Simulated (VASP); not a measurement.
# Zr3SiO8 in VASP: a series of runs

The runs below take Zr3SiO8 through single point, with PBE.

Everything below comes from runs of VASP 6.6.1. Logs are shortened: lines on timing, memory, paths and dates and some standing lists are left out, and cuts for length are marked.

## Step 1: The cell of the first run

The typed cell holds 12 atoms: a = 5.059 Å, b = 5.059 Å, c = 5.059 Å, α = 90.00°, β = 90.00°, γ = 90.00°.

## Step 2: Single point, PBE

INCAR

```
ALGO = Normal
EDIFF = 1E-7
ENCUT = 520
GGA = PE
ISIF = 2
ISMEAR = 0
LASPH = T
LCHARG = F
LREAL = F
LWAVE = F
NBANDS = 56
NELM = 100
PREC = Accurate
SIGMA = 0.1
```

KPOINTS

```
k-points
0
Gamma
  4 4 4
```

POSCAR

```
Zr3SiO8
1.0
    5.0588541367      0.0000000000      0.0000000000
    0.0000000000      5.0588541367      0.0000000000
    0.0000000000      0.0000000000      5.0591029432
Zr Si O
3 1 8
Direct
    0.5000000000      0.0000000000      0.0000000000
    0.0000000000      0.5000000000      0.0000000000
    0.0000000000      0.0000000000      0.5000000000
    0.5000000000      0.5000000000      0.5000000000
    0.8048737811      0.1951262189      0.1951051004
    0.1951262189      0.8048737811      0.1951051004
    0.6924786849      0.3075213151      0.6924540902
    0.3075213151      0.6924786849      0.6924540902
    0.6924786849      0.6924786849      0.3075459098
    0.3075213151      0.3075213151      0.3075459098
    0.8048737811      0.8048737811      0.8048948996
    0.1951262189      0.1951262189      0.8048948996
```

Potentials or basis: VASP PAW PBE potentials, release 64 (Zr_sv, Si, O).

Command:

```sh
$ cat potpaw_PBE.64/Zr_sv/POTCAR potpaw_PBE.64/Si/POTCAR potpaw_PBE.64/O/POTCAR > POTCAR
$ mpirun -np 1 vasp_std > vasp.out
```

OUTCAR:

```text
EDIFF = 1E-7
   ENCUT = 520
   GGA = PE
   ISIF = 2
   ISMEAR = 0
   LASPH = T
   LREAL = F
   NELM = 100
   PREC = Accurate

 ion  position               nearest neighbor table
   1  0.500  0.000  0.000-   5 2.08   6 2.08  11 2.08  12 2.08   9 2.41  10 2.41   7 2.41   8 2.41
                             2 3.58   2 3.58   2 3.58   2 3.58   3 3.58   3 3.58   3 3.58   3 3.58
   2  0.000  0.500  0.000-   5 2.08   6 2.08  11 2.08  12 2.08   9 2.41  10 2.41   7 2.41   8 2.41
                             1 3.58   1 3.58   1 3.58   1 3.58   3 3.58   3 3.58   3 3.58   3 3.58
   3  0.000  0.000  0.500-   5 2.08   6 2.08  11 2.08  12 2.08   9 2.41  10 2.41   7 2.41   8 2.41
                             1 3.58   2 3.58   1 3.58   2 3.58   2 3.58   2 3.58   1 3.58   1 3.58
   4  0.500  0.500  0.500-   7 1.69   8 1.69   9 1.69  10 1.69
   5  0.805  0.195  0.195-   1 2.08   2 2.08   3 2.08
   6  0.195  0.805  0.195-   1 2.08   2 2.08   3 2.08
   7  0.692  0.308  0.692-   4 1.69   3 2.41   1 2.41   2 2.41
   8  0.308  0.692  0.692-   4 1.69   3 2.41   1 2.41   2 2.41
   9  0.692  0.692  0.308-   4 1.69   3 2.41   1 2.41   2 2.41
  10  0.308  0.308  0.308-   4 1.69   3 2.41   1 2.41   2 2.41
  11  0.805  0.805  0.805-   1 2.08   2 2.08   3 2.08
  12  0.195  0.195  0.805-   1 2.08   2 2.08   3 2.08

  LATTYP: Found a simple tetragonal cell.
 ALAT       =     5.0588541367
 C/A-ratio  =     1.0000491824

  Lattice vectors:

 A1 = (   5.0588541367,   0.0000000000,   0.0000000000)
 A2 = (   0.0000000000,   5.0588541367,   0.0000000000)
 A3 = (   0.0000000000,   0.0000000000,   5.0591029432)

Analysis of symmetry for initial positions (statically):
=====================================================================
 Subroutine PRICEL returns:
 Original cell was already a primitive cell.

 Routine SETGRP: Setting up the symmetry group for a
 simple tetragonal supercell.

 Subroutine GETGRP returns: Found  8 space group operations
 (whereof  8 operations were pure point group operations)
 out of a pool of 16 trial point group operations.

The static configuration has the point symmetry D_2d.

Analysis of symmetry for dynamics (positions and initial velocities):
=====================================================================
 Subroutine PRICEL returns:
 Original cell was already a primitive cell.

 Routine SETGRP: Setting up the symmetry group for a
 simple tetragonal supercell.

 Subroutine GETGRP returns: Found  8 space group operations
 (whereof  8 operations were pure point group operations)
 out of a pool of 16 trial point group operations.

The dynamic configuration has the point symmetry D_2d.

[... 126 lines left out ...]
   ISMEAR =     0;   SIGMA  =   0.10  broadening in eV -4-tet -1-fermi 0-gaus
   EFERMI_NEDOS =   21; number of points for ismear=-14 and -15
   IALGO  =     38    algorithm
   IMIX   =      4    mixing-type and parameters
     AMIX     =   0.40;   BMIX     =  1.00
     AMIX_MAG =   1.60;   BMIX_MAG =  1.00
  volume/ion in A,a.u.               =      10.79        72.81
  Fermi-wavevector in a.u.,A,eV,Ry     =   1.439383  2.720040 28.188879  2.071824
  Thomas-Fermi vector in A             =   2.558245
   LORBIT       =      0    0 simple, 1 ext, 2 COOP (PROOUT), +10 PAW based schemes
   GGA     = PE    functional components
   LHFCALC =     F    Hartree Fock is set to
   AEXX    =    0.0000 exact exchange contribution
   IVDW    =     0    specifies the selected vdW correction
   LEPSILON=     F    determine dielectric tensor
   LRPA    =     F    only Hartree local field effects (RPA)
 non-spin polarized calculation
 Gauss-broadening in eV      SIGMA  =   0.10
  energy-cutoff  :      520.00
  volume of cell :      129.47
 maximum number of plane-waves:      3514
 NGX is ok and might be reduce to    40
   NGX = 19   NGY = 19   NGZ = 19

 number of electron      87.9999985 magnetization

 Free energy of the ion-electron system (eV)
  ---------------------------------------------------
  ext. energy  EPLUGINS =         0.00000000
  ---------------------------------------------------
  free energy    TOTEN  =      -109.44814595 eV

  energy without entropy =     -109.44814595  energy(sigma->0) =     -109.44814595

 E-fermi :   6.7791     XC(G=0): -11.5637

 val. band max:        6.2543391884   @ k =   0.5000   0.0000   0.0000
 cond. band min:      10.0988911071   @ k =   0.0000   0.0000   0.0000
 fundamental gap:      3.8445519188
 Fermi energy:         6.7791113814

 k-point     1 :       0.0000    0.0000    0.0000
  band No.  band energies     occupation
      1     -41.5280      2.00000
      2     -41.4766      2.00000
      3     -41.4760      2.00000
      4     -19.9973      2.00000
      5     -19.9973      2.00000
      6     -19.9973      2.00000
[... 1051 lines left out ...]
     55      12.8807      0.00000
     56      12.8809      0.00000

------------------------ aborting loop because EDIFF is reached ----------------------------------------

  FORCE on cell =-STRESS in cart. coord.  units (eV):
  Direction    XX          YY          ZZ          XY          YZ          ZX
  --------------------------------------------------------------------------------------
  -------------------------------------------------------------------------------------
  Total        0.2366111      0.2366111      0.2305407      0.0000000      0.0000000      0.0000000
  in kB        2.9279779      2.9279779      2.8528595      0.0000000      0.0000000      0.0000000
  external PRESSURE =       2.9029385 kB  Pullay stress =       0.0000000 kB

 VOLUME and BASIS-vectors are now :
 -----------------------------------------------------------------------------
  energy-cutoff  :      520.00
  volume of cell :      129.47
      direct lattice vectors                 reciprocal lattice vectors
     5.058854137  0.000000000  0.000000000     0.197673223  0.000000000  0.000000000
     0.000000000  5.058854137  0.000000000     0.000000000  0.197673223  0.000000000
     0.000000000  0.000000000  5.059102943     0.000000000  0.000000000  0.197663501

 POSITION                                       TOTAL-FORCE (eV/Angst)
 -----------------------------------------------------------------------------------
      2.52943      0.00000      0.00000         0.000000     -0.000000     -0.000000
      0.00000      2.52943      0.00000         0.000000     -0.000000     -0.000000
      0.00000      0.00000      2.52955         0.000000     -0.000000     -0.000000
      2.52943      2.52943      2.52955         0.000000     -0.000000     -0.000000
      4.07174      0.98712      0.98706        -0.006780      0.006780      0.008191
      0.98712      4.07174      0.98706         0.006780     -0.006780      0.008191
      3.50315      1.55571      3.50320         0.019339     -0.019339      0.019261
      1.55571      3.50315      3.50320        -0.019339      0.019339      0.019261
      3.50315      3.50315      1.55591         0.019339      0.019339     -0.019261
      1.55571      1.55571      1.55591        -0.019339     -0.019339     -0.019261
      4.07174      4.07174      4.07205        -0.006780     -0.006780     -0.008191
      0.98712      0.98712      4.07205         0.006780      0.006780     -0.008191
 -----------------------------------------------------------------------------------
    total drift:                                0.000000      0.000000     -0.000000

  FREE ENERGIE OF THE ION-ELECTRON SYSTEM (eV)
  ---------------------------------------------------
  free  energy   TOTEN  =      -109.4481459468 eV

  energy  without entropy=     -109.4481459468  energy(sigma->0) =     -109.44814595
```

It took 2.1 min on 1 thread of Intel Xeon Platinum 8488C (Sapphire Rapids), shared host; peak memory 0.29 GiB.

What came out:

| Quantity | Value |
| --- | --- |
| Free energy | -109.4481 eV |
| Pressure | 0.3 GPa |
| Largest force | 0.033 eV/Å |
| Band gap on the k mesh | 3.84 eV (least direct gap 3.88 eV) |

Forces on the atoms (eV/Å):
```
Zr   0.000  0.000  0.000
Zr   0.000  0.000  0.000
Zr   0.000  0.000  0.000
Si   0.000  0.000  0.000
O   -0.007  0.007  0.008
O    0.007 -0.007  0.008
O    0.019 -0.019  0.019
O   -0.019  0.019  0.019
O    0.019  0.019 -0.019
O   -0.019 -0.019 -0.019
O   -0.007 -0.007 -0.008
O    0.007  0.007 -0.008
```

A k mesh can miss the band edges.

## Step 3: Single point, PBE

INCAR

```
PREC = Accurate ; ENCUT = 520
EDIFF = 1E-6 ; ISMEAR = 0
SIGMA = 0.02 ; LREAL = F
LASPH = T ; NELM = 100
ALGO = Normal ; ISIF = 2
LWAVE = F ; LCHARG = T
GGA = PE ; LELF = T
LVHAR = T ; NBANDS = 56
```

KPOINTS

```
regular mesh
0
Gamma
  6 6 6
```

POSCAR

```
Zr3SiO8
1.0
    5.0589370722      0.0000000000      0.0000000000
    0.0000000000      5.0589370722      0.0000000000
    0.0000000000      0.0000000000      5.0589370722
Zr Si O
3 1 8
Direct
    0.5000000000      0.0000000000      0.0000000000
    0.0000000000      0.5000000000      0.0000000000
    0.0000000000      0.0000000000      0.5000000000
    0.5000000000      0.5000000000      0.5000000000
    0.8048808206      0.1951191794      0.1951191794
    0.1951191794      0.8048808206      0.1951191794
    0.6924704866      0.3075295134      0.6924704866
    0.3075295134      0.6924704866      0.6924704866
    0.6924704866      0.6924704866      0.3075295134
    0.3075295134      0.3075295134      0.3075295134
    0.8048808206      0.8048808206      0.8048808206
    0.1951191794      0.1951191794      0.8048808206
```

Potentials or basis: VASP PAW PBE potentials, release 64 (Zr_sv, Si, O).

Command:

```sh
$ cat potpaw_PBE.64/Zr_sv/POTCAR potpaw_PBE.64/Si/POTCAR potpaw_PBE.64/O/POTCAR > POTCAR
$ mpirun -np 1 vasp_std > vasp.out
```

It took 2.3 min on 1 thread of Intel Xeon Platinum 8488C (Sapphire Rapids), shared host; peak memory 0.3 GiB.

Results (log left out):

```
Free energy            : -109.4485 eV
Pressure               : 0.3 GPa
Largest force          : 0.034 eV/Å
Band gap on the k mesh : 3.84 eV (least direct gap 3.88 eV)
```

Forces in eV/Å, atoms in the order of the input:
```
Zr   0.000  0.000  0.000
Zr   0.000  0.000  0.000
Zr   0.000  0.000  0.000
Si   0.000  0.000  0.000
O   -0.007  0.007  0.007
O    0.007 -0.007  0.007
O    0.020 -0.020  0.020
O   -0.020  0.020  0.020
O    0.020  0.020 -0.020
O   -0.020 -0.020 -0.020
O   -0.007 -0.007 -0.007
O    0.007  0.007 -0.007
```

Levels at points of the mesh, in eV from the valence-band top:
| k point | band 40 | band 41 | band 42 | band 43 | band 44 | band 45 | band 46 | band 47 | band 48 | band 49 |
| --- | --- | --- | --- | --- | --- | --- | --- | --- | --- | --- |
| (0.00, 0.00, 0.00) | -1.18 | -1.18 | -0.04 | -0.04 | -0.04 | 3.84 | 3.84 | 5.05 | 5.50 | 5.50 |
| (0.50, 0.00, 0.00) | -1.06 | -0.95 | -0.95 | 0.00 | 0.00 | 4.03 | 4.10 | 4.65 | 5.43 | 5.46 |
| (0.50, 0.50, 0.00) | -1.13 | -0.91 | -0.88 | -0.36 | -0.36 | 4.06 | 4.06 | 4.66 | 5.11 | 5.33 |
| (0.50, 0.50, 0.50) | -1.18 | -1.18 | -0.49 | -0.49 | -0.49 | 4.23 | 4.23 | 4.23 | 5.09 | 5.09 |

A k mesh can miss the band edges.

## Step 4: Single point, PBE

INCAR

```
SYSTEM = Zr3SiO8
ALGO = Normal
EDIFF = 1E-6
ENCUT = 520
GGA = PE
ISIF = 2
ISMEAR = 0
LASPH = .TRUE.
LCHARG = .TRUE.
LELF = .TRUE.
LREAL = .FALSE.
LVHAR = .TRUE.
LWAVE = .FALSE.
NBANDS = 56
NELM = 100
PREC = Accurate
SIGMA = 0.02
```

KPOINTS

```
k-points
0
G
  6 6 6
  0 0 0
```

POSCAR is that of step 3.

Command:

```sh
$ cat potpaw_PBE.64/Zr_sv/POTCAR potpaw_PBE.64/Si/POTCAR potpaw_PBE.64/O/POTCAR > POTCAR
$ mpirun -np 1 vasp_std > vasp.out
```

It took 2.2 min on 1 thread of Intel Xeon Platinum 8488C (Sapphire Rapids), shared host; peak memory 0.29 GiB.

The run converged. Its results:

```
Free energy            : -109.4485 eV
Pressure               : 0.3 GPa
Largest force          : 0.034 eV/Å
Band gap on the k mesh : 3.84 eV (least direct gap 3.88 eV)
```

Forces on the atoms (eV/Å):
```
Zr   0.000  0.000  0.000
Zr   0.000  0.000  0.000
Zr   0.000  0.000  0.000
Si   0.000  0.000  0.000
O   -0.007  0.007  0.007
O    0.007 -0.007  0.007
O    0.020 -0.020  0.020
O   -0.020  0.020  0.020
O    0.020  0.020 -0.020
O   -0.020 -0.020 -0.020
O   -0.007 -0.007 -0.007
O    0.007  0.007 -0.007
```

Levels at points of the mesh, in eV from the valence-band top:
```tsv
k point	band 41	band 42	band 43	band 44	band 45	band 46	band 47	band 48
(0.00, 0.00, 0.00)	-1.18	-0.04	-0.04	-0.04	3.84	3.84	5.05	5.50
(0.50, 0.00, 0.00)	-0.95	-0.95	0.00	0.00	4.03	4.10	4.65	5.43
(0.50, 0.50, 0.00)	-0.91	-0.88	-0.36	-0.36	4.06	4.06	4.66	5.11
(0.50, 0.50, 0.50)	-1.18	-0.49	-0.49	-0.49	4.23	4.23	4.23	5.09
```

A k mesh can miss the band edges.

## Step 5: Single point, PBE

INCAR

```
ALGO     = Normal         # electronic algorithm
EDIFF    = 1E-6           # SCF threshold, eV
ENCUT    = 520            # plane-wave cutoff, eV
GGA      = PE             # functional
ISIF     = 2              # what is computed and relaxed
ISMEAR   = 0              # smearing method
LASPH    = T              # aspherical terms in the spheres
LCHARG   = T              # write CHGCAR
LELF     = T              # ELF
LREAL    = F              # projectors in reciprocal space
LVHAR    = T            
LWAVE    = F              # write WAVECAR
NBANDS   = 56             # bands
NELM     = 80             # most SCF steps
PREC     = Accurate       # precision mode
SIGMA    = 0.01           # smearing width, eV
```

KPOINTS

```
k-points
0
Gamma
  6 6 6
```

POSCAR

```
Zr3SiO8
1.0
    5.0587418807      0.0000000000      0.0000000000
    0.0000000000      5.0587418807      0.0000000000
    0.0000000000      0.0000000000      5.0587418807
Zr Si O
3 1 8
Direct
    0.5000000000      0.0000000000      0.0000000000
    0.0000000000      0.5000000000      0.0000000000
    0.0000000000      0.0000000000      0.5000000000
    0.5000000000      0.5000000000      0.5000000000
    0.8048784978      0.1951215022      0.1951215022
    0.1951215022      0.8048784978      0.1951215022
    0.6924783295      0.3075216705      0.6924783295
    0.3075216705      0.6924783295      0.6924783295
    0.6924783295      0.6924783295      0.3075216705
    0.3075216705      0.3075216705      0.3075216705
    0.8048784978      0.8048784978      0.8048784978
    0.1951215022      0.1951215022      0.8048784978
```

Command:

```sh
$ cat potpaw_PBE.64/Zr_sv/POTCAR potpaw_PBE.64/Si/POTCAR potpaw_PBE.64/O/POTCAR > POTCAR
$ mpirun -np 1 vasp_std > vasp.out
```

Wall time 2.1 min (1 thread of Intel Xeon Platinum 8488C (Sapphire Rapids), shared host); peak memory 0.3 GiB.

Results (log left out):

* Free energy: -109.4482 eV
* Pressure: 0.3 GPa
* Largest force: 0.033 eV/Å
* Band gap on the k mesh: 3.85 eV (least direct gap 3.88 eV)

Forces on the atoms (eV/Å):
```
Zr   0.000  0.000  0.000
Zr   0.000  0.000  0.000
Zr   0.000  0.000  0.000
Si   0.000  0.000  0.000
O   -0.007  0.007  0.007
O    0.007 -0.007  0.007
O    0.019 -0.019  0.019
O   -0.019  0.019  0.019
O    0.019  0.019 -0.019
O   -0.019 -0.019 -0.019
O   -0.007 -0.007 -0.007
O    0.007  0.007 -0.007
```

Levels at points of the mesh, in eV from the valence-band top:
| k point | band 41 | band 42 | band 43 | band 44 | band 45 | band 46 | band 47 | band 48 |
| --- | --- | --- | --- | --- | --- | --- | --- | --- |
| (0.00, 0.00, 0.00) | -1.18 | -0.04 | -0.04 | -0.04 | 3.85 | 3.85 | 5.05 | 5.50 |
| (0.50, 0.00, 0.00) | -0.95 | -0.95 | 0.00 | 0.00 | 4.03 | 4.10 | 4.66 | 5.43 |
| (0.50, 0.50, 0.00) | -0.91 | -0.88 | -0.36 | -0.36 | 4.06 | 4.06 | 4.66 | 5.11 |
| (0.50, 0.50, 0.50) | -1.18 | -0.49 | -0.49 | -0.49 | 4.24 | 4.24 | 4.24 | 5.09 |

## Step 6: Summary

| k mesh | smearing | gap on the mesh (eV) | pressure (GPa) | largest force (eV/Å) |
| --- | --- | --- | --- | --- |
| 4 × 4 × 4 | gaussian 0.1 eV | 3.84 | 0.3 | 0.03 |
| 6 × 6 × 6 | gaussian 0.02 eV | 3.84 | 0.3 | 0.03 |
| 6 × 6 × 6 | gaussian 0.01 eV | 3.85 | 0.3 | 0.03 |

Alike in all rows: task single point; level PBE; potentials or basis VASP PAW PBE potentials, release 64 (Zr_sv, Si, O); no spin polarisation; cell a = 5.059 Å, 12 atoms; cutoff (eV) 520.

Absolute energies hang on the potentials; compare differences alone.
